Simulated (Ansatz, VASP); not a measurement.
# Two plane-wave programs on Be

```xyz
2
Lattice="2.2650 0.0000 0.0000 -1.1325 1.9616 0.0000 0.0000 0.0000 3.6549" Properties=species:S:1:pos:R:3 pbc="T T T"
Be    0.0000    1.3077    0.9137
Be    1.1325    0.6539    2.7412
```

Change from the starting cell: strain -0.015 along x and y, +0.015 along z, atoms carried along.

Alike in both runs: task single point; functional PBEsol; k mesh 24 × 24 × 14; occupations gaussian, width 0.15 eV; no spin polarisation.

|  | VASP | Ansatz |
| --- | --- | --- |
| version | VASP 6.6.1 | Ansatz 0.2.0 |
| potentials or method | VASP PAW PBE potentials, release 64 (Be), cutoff 520 eV | scalar-relativistic, plane waves, PAW |
| valence electrons in the cell | 4 | 4 |

|  | VASP | Ansatz | Ansatz less VASP |
| --- | --- | --- | --- |
| gap on the k mesh at the Fermi level (eV) | none | none | - |
| pressure (GPa) | -4.0 | -4.3 | -0.34 |
| traceless stress, the component that is largest in VASP (GPa) | -5.79 | -5.82 | -0.030 |

VASP's potentials were made for PBE, not for PBEsol. A gap of «none» marks a metal or a gap that the smearing closes. The functional is the same, so the differences come from potentials, cutoffs and numerics.
